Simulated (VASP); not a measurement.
A run of VASP 6.6.1 is set up as follows.

Contents of INCAR:

```
SYSTEM = Mg
ALGO = Normal ; EDIFF = 1E-6
ENCUT = 600 ; GGA = RE
GGA_COMPAT = .FALSE. ; ISIF = 2
ISMEAR = -1 ; LASPH = .TRUE.
LCHARG = .FALSE. ; LREAL = .FALSE.
LWAVE = .FALSE. ; NBANDS = 10
NELM = 120 ; PREC = Accurate
SIGMA = 0.1
```

File KPOINTS:

```
k-points
0
G
  9 9 13
  0 0 0
```

The input POSCAR:

```
Mg
1.0
    5.1503688829      0.0000000000      0.0000000000
   -2.5751844415      4.4603502915      0.0000000000
    0.0000000000      0.0000000000      3.1240596837
Mg
3
Direct
    1.0000000000      1.0000000000      0.0000000000
    0.3333333333      0.6666666667      0.5000000000
    0.6666666667      0.3333333333      0.5000000000
```

Potentials or basis: VASP PAW PBE potentials, release 64 (Mg).

Command:

```sh
$ cat potpaw_PBE.64/Mg/POTCAR > POTCAR
$ mpirun -np 1 vasp_std > vasp.out
```

(1) What does it give for the band gap on the k mesh?

(2) Estimate the pressure.

Answers

(1) zero (band 3 reaches 5.69 eV, above the bottom of band 4 at 1.61 eV).

(2) -0.2 GPa.

Caveat: the PAW data sets were made with another functional, which shifts forces and pressure a little.
